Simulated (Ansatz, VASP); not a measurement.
Cs3Ti: VASP beside Ansatz

```xyz
4
Lattice="5.2834 0.0000 0.0000 0.0000 5.2834 0.0000 0.0000 0.0000 5.2834" Properties=species:S:1:pos:R:3 pbc="T T T"
Cs    0.0000    2.6417    2.6417
Cs    2.6417    0.0000    2.6417
Cs    2.6417    2.6417    0.0000
Ti    0.0000    0.0000    0.0000
```

Alike in both runs: task single point; functional PBE; k mesh 4 × 4 × 4; occupations gaussian, width 0.1 eV; no spin polarisation.

|  | VASP | Ansatz |
| --- | --- | --- |
| version | VASP 6.6.1 | Ansatz 0.2.0 |
| potentials or method | VASP PAW PBE potentials, release 64 (Cs_sv, Ti_sv), cutoff 500 eV | scalar-relativistic, plane waves, PAW |
| valence electrons in the cell | 39 | 39 |

```tsv
	VASP	Ansatz	Ansatz less VASP
gap on the k mesh at the Fermi level (eV)	none	none	-
pressure (GPa)	5.0	4.8	-0.19
```

A gap of «none» marks a metal or a gap that the smearing closes. The functional is the same, so the differences come from potentials, cutoffs and numerics.

Neither program's run includes spin-orbit coupling.
